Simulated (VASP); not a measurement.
A run of VASP 6.6.1:

INCAR

```
SYSTEM = H2Pt
ALGO     = Normal         ! electronic algorithm
EDIFF    = 1E-7           ! SCF threshold, eV
EDIFFG   = -0.005         ! ionic threshold
ENCUT    = 600            ! plane-wave cutoff, eV
GGA      = PE             ! functional
IBRION   = 2              ! ionic algorithm
ISIF     = 3              ! what is computed and relaxed
ISMEAR   = -1             ! smearing method
LASPH    = .True.         ! aspherical terms in the spheres
LCHARG   = .False.        ! write CHGCAR
LREAL    = .False.        ! projectors in reciprocal space
LWAVE    = .False.        ! write WAVECAR
NELM     = 100            ! most SCF steps
NSW      = 100            ! ionic steps
PREC     = Accurate       ! precision mode
SIGMA    = 0.05           ! smearing width, eV
```

KPOINTS

```
k-points
0
Gamma
  14 14 8
  0 0 0
```

File POSCAR:

```
H2Pt
1.0
    2.8878374627      0.0000000000      0.0000000000
   -1.4439187314      2.5009406047      0.0000000000
    0.0000000000      0.0000000000      4.6205399404
Pt H
1 2
Direct
    0.0000000000      0.0000000000      0.0000000000
    0.3333333333      0.6666666667      0.2500000000
    0.6666666667      0.3333333333      0.7500000000
```

Potentials or basis: VASP PAW PBE potentials, release 64 (Pt, H).

Run with:

```sh
$ cat potpaw_PBE.64/Pt/POTCAR potpaw_PBE.64/H/POTCAR > POTCAR
$ mpirun -np 1 vasp_std > vasp.out
```

Hardware: 1 thread of Intel(R) Xeon(R) 6975P-C (Granite Rapids), with other jobs on the host.

Task: How long does it take, and how much memory?

Result: It took 4.3 min on 1 thread of Intel(R) Xeon(R) 6975P-C (Granite Rapids) (shared host), peak memory 0.25 GiB. Counts: scf iterations 185, k points 168, ion steps 23.
